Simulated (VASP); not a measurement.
## SiF: relaxation of cell and atoms with B3LYP

SiF:

```xyz
2
Lattice="3.0286 0.0000 0.0000 0.0000 3.0286 0.0000 0.0000 0.0000 3.0286" Properties=species:S:1:pos:R:3 pbc="T T T"
Si    1.5143    1.5143    1.5143
F     0.0000    0.0000    0.0000
```

```json
{"Program": "VASP 6.6.1", "Task": "relaxation of cell and atoms", "Functional": "B3LYP", "Potentials or basis": "VASP PAW PBE potentials, release 64 (Si, F)", "Cutoff": "600 eV", "k mesh": "5 × 5 × 5", "Occupations": "fermi-dirac, width 0.05 eV", "Spin": "no spin polarisation", "Dipole correction": "no", "Grid for exact exchange (PRECFOCK)": "Normal", "Further INCAR settings": "ALGO = Normal; EDIFF = 1e-06; IBRION = 2; EDIFFG = -0.01; NSW = 60; ISIF = 3", "Share of exact exchange": "0.2"}
```

```yaml
Relaxed_volume: 14.46 Å³/atom
Relaxed_cell: a = 3.069 Å, b = 3.069 Å, c = 3.069 Å, α = 90.00°, β = 90.00°, γ = 90.00°
Space_group_after_relaxing_to_0.1_Å: Pm-3m (No. 221)
Energy_gained_by_relaxing: 5.2 meV/atom
Ionic_steps: 3
Pressure_after_relaxing: 0.0 GPa
Band_gap_on_the_k_mesh: zero (an odd number of electrons rules out a gap without spin polarisation)
```

The path:
```
step  energy change (eV)  largest force (eV/Å)  pressure (GPa)  volume (Å³)
   1              0.0000                0.0000            2.97        27.78
   2             -0.0103                0.0000            0.22        28.83
   3             -0.0104                0.0000            0.00        28.92
```

Final structure:
```cif
data_structure
_symmetry_space_group_name_H-M 'P 1'
_symmetry_Int_Tables_number 1
_cell_length_a 3.0695
_cell_length_b 3.0695
_cell_length_c 3.0695
_cell_angle_alpha 90.000
_cell_angle_beta 90.000
_cell_angle_gamma 90.000
_cell_volume 28.92
loop_
_atom_site_label
_atom_site_type_symbol
_atom_site_fract_x
_atom_site_fract_y
_atom_site_fract_z
_atom_site_occupancy
Si1 Si 0.50000 0.50000 0.50000 1
F1 F 0.00000 0.00000 0.00000 1
```

Levels at points of the mesh, in eV from the Fermi level:
| k point | band 3 | band 4 | band 5 | band 6 | band 7 | band 8 |
| --- | --- | --- | --- | --- | --- | --- |
| (0.00, 0.00, 0.00) | -6.25 | -6.25 | -6.25 | 5.98 | 5.98 | 5.98 |

It took 5.8 min on 1 thread of Intel(R) Xeon(R) Platinum 8488C (Sapphire Rapids) (shared host), peak memory 0.14 GiB.

Caveat: the k points lie up to 0.41 Å⁻¹ apart in the final cell, too coarse for converged energies and pressures of a metal; the PAW data sets were made with another functional, which shifts forces and pressure a little; an odd number of electrons without spin polarisation forces a metal; a magnetic or distorted state may lie lower.
